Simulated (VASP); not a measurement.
# GaN: single point with PBEsol

The system is GaN.

```xyz
4
Lattice="3.2144 0.0000 0.0000 -1.6072 2.7838 0.0000 0.0000 0.0000 5.1598" Properties=species:S:1:pos:R:3 pbc="T T T"
Ga    0.0000    1.8558   -0.0105
Ga    1.6072    0.9279    2.5694
N     0.0000    1.8558    1.9455
N     1.6072    0.9279    4.5254
```

This cell differs from its parent crystal: in-plane strain +0.01, then relaxed in part.

```yaml
Program: VASP 6.6.1
Task: single point
Functional: PBEsol
Potentials_or_basis: VASP PAW PBE potentials, release 64 (Ga_d, N)
Cutoff: 520 eV
k_mesh: 8 × 8 × 4
Occupations: gaussian, width 0.01 eV
Spin: no spin polarisation
Dipole_correction: no
Further_INCAR_settings: ALGO = Normal; EDIFF = 1e-06; NBANDS = 26
```

```
Pressure               : -2.9 GPa
Band gap on the k mesh : 1.80 eV, direct
```

Stress tensor (GPa, compression positive):
```
-4.29  0.00  0.00
 0.00 -4.29  0.00
 0.00  0.00 -0.10
```

Levels at points of the mesh, in eV from the valence-band top:
```tsv
k point	band 14	band 15	band 16	band 17	band 18	band 19	band 20	band 21	band 22	band 23
(0.00, 0.00, 0.00)	-1.11	-1.11	-0.04	-0.04	0.00	1.80	3.94	9.13	9.59	9.59
(0.50, 0.00, 0.00)	-5.28	-4.20	-2.82	-2.20	-1.02	4.78	5.42	6.01	8.47	10.25
(0.00, 0.00, 0.50)	-3.78	-0.59	-0.59	-0.59	-0.59	4.06	4.06	8.34	8.34	10.11
(0.50, 0.00, 0.50)	-6.63	-2.00	-2.00	-1.83	-1.83	4.28	4.28	7.61	7.61	9.78
```

Run time: 22 s on 1 thread of Intel(R) Xeon(R) 6975P-C (Granite Rapids) (shared host), peak memory 0.17 GiB.

Caveat: the cell differs from its parent crystal (in-plane strain +0.01, then relaxed in part); the PAW data sets were made with another functional, which shifts forces and pressure a little.
